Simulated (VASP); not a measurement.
A run of VASP 6.6.1:

Contents of INCAR:

```
SYSTEM = Al2O3
PREC = Accurate
ENCUT = 520
EDIFF = 1E-6
ISMEAR = 0
SIGMA = 0.05
LREAL = .FALSE.
LASPH = .TRUE.
NELM = 100
ALGO = Normal
ISIF = 2
LWAVE = .FALSE.
LCHARG = .FALSE.
GGA = CA
NBANDS = 20
```

File KPOINTS:

```
Automatic mesh
0
G
  12 12 4
  0 0 0
```

POSCAR

```
Al2O3
1.0
    2.7977951999      0.0000000000      0.0000000000
   -1.3988976000      2.4229617176      0.0000000000
    0.0000000000      0.0000000000      9.3367544600
Al O
2 3
Direct
    0.0000000000      0.0000000000      0.1499923300
    0.0000000000      0.0000000000      0.8500076700
    0.3333333333      0.6666666667      0.2223169200
    0.6666666667      0.3333333333      0.0000000000
    0.3333333333      0.6666666667      0.7776830800
```

Potentials or basis: VASP PAW LDA potentials, release 64 (Al, O).

Launch:

```sh
$ cat potpaw_LDA.64/Al/POTCAR potpaw_LDA.64/O/POTCAR > POTCAR
$ mpirun -np 1 vasp_std > vasp.out
```

Hardware: 1 thread of AMD EPYC 9R45 96-Core Processor (Zen 5), on a shared host.

Q: How long does it take, and how much memory?

A: Run time: 43 s on 1 thread of AMD EPYC 9R45 96-Core Processor (Zen 5), with other jobs on the host, peak memory 0.16 GiB. Counts: scf iterations 15, k points 57.
